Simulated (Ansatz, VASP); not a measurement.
One calculation of LiH, two programs

Contents of INCAR:

```
PREC = Accurate
ENCUT = 520
EDIFF = 1E-6
ISMEAR = 0
SIGMA = 0.01
LREAL = Auto
LASPH = T
NELM = 80
ALGO = Normal
ISIF = 2
LWAVE = F
LCHARG = F
GGA = PE
NBANDS = 30
```

The input KPOINTS:

```
Automatic mesh
0
Gamma
  2 2 2
```

The input POSCAR:

```
LiH
1.0
    0.0000000000      4.0071000518     -4.0071000518
    4.0071000518      4.0071000518      0.0000000000
    4.0071000518      0.0000000000     -4.0071000518
Li H
8 8
Direct
    0.5000000000      0.5000000000      0.0000000000
    0.5000000000      0.0000000000      0.0000000000
    1.0000000000      0.5000000000      0.0000000000
    1.0000000000      0.0000000000      0.0000000000
    0.5000000000      0.5000000000      0.5000000000
    0.5000000000      0.0000000000      0.5000000000
    1.0000000000      0.5000000000      0.5000000000
    1.0000000000      0.0000000000      0.5000000000
    0.2500000000      0.7500000000      0.2500000000
    0.2500000000      0.2500000000      0.2500000000
    0.7500000000      0.7500000000      0.2500000000
    0.7500000000      0.2500000000      0.2500000000
    0.2500000000      0.7500000000      0.7500000000
    0.2500000000      0.2500000000      0.7500000000
    0.7500000000      0.7500000000      0.7500000000
    0.7500000000      0.2500000000      0.7500000000
```

Input for Ansatz:

```yaml
crystal:
  lattice:
    - [0.0, 4.0071000518, -4.0071000518]
    - [4.0071000518, 4.0071000518, 0.0]
    - [4.0071000518, 0.0, -4.0071000518]
  atoms:
    - { symbol: Li, position: [0.5, 0.5, 0.0] }
    - { symbol: Li, position: [0.5, 0.0, 0.0] }
    - { symbol: Li, position: [1.0, 0.5, 0.0] }
    - { symbol: Li, position: [1.0, 0.0, 0.0] }
    - { symbol: Li, position: [0.5, 0.5, 0.5] }
    - { symbol: Li, position: [0.5, 0.0, 0.5] }
    - { symbol: Li, position: [1.0, 0.5, 0.5] }
    - { symbol: Li, position: [1.0, 0.0, 0.5] }
    - { symbol: H, position: [0.25, 0.75, 0.25] }
    - { symbol: H, position: [0.25, 0.25, 0.25] }
    - { symbol: H, position: [0.75, 0.75, 0.25] }
    - { symbol: H, position: [0.75, 0.25, 0.25] }
    - { symbol: H, position: [0.25, 0.75, 0.75] }
    - { symbol: H, position: [0.25, 0.25, 0.75] }
    - { symbol: H, position: [0.75, 0.75, 0.75] }
    - { symbol: H, position: [0.75, 0.25, 0.75] }
basis:
  ecutwfc: 420
  xc_grid: 2
kpoints:
  mp_grid: { grid: [2, 2, 2], shift: [0.0, 0.0, 0.0] }
hamiltonian:
  xc: pbe
scf:
  occupations: { method: gaussian, width: 0.01 }
output:
  forces: true
  stress: true
  eigenvalues: true
```

Alike in both runs: task single point; functional PBE; k mesh 2 × 2 × 2; occupations gaussian, width 0.01 eV; no spin polarisation.

|  | VASP | Ansatz |
| --- | --- | --- |
| version | VASP 6.6.1 | Ansatz 0.2.0 |
| potentials or method | VASP PAW PBE potentials, release 64 (Li_sv, H), cutoff 520 eV | scalar-relativistic, plane waves, PAW |
| valence electrons in the cell | 32 | 32 |

|  | VASP | Ansatz | Ansatz less VASP |
| --- | --- | --- | --- |
| gap on the k mesh at the Fermi level (eV) | 2.97 | 2.97 | +0.006 |
| least direct gap on the mesh (eV) | 2.97 | 2.97 | +0.006 |

The k mesh is coarse, so the values compare programs but aren't converged. Noted on VASP's run: the cutoff is short for stress, so the pressure is rough.
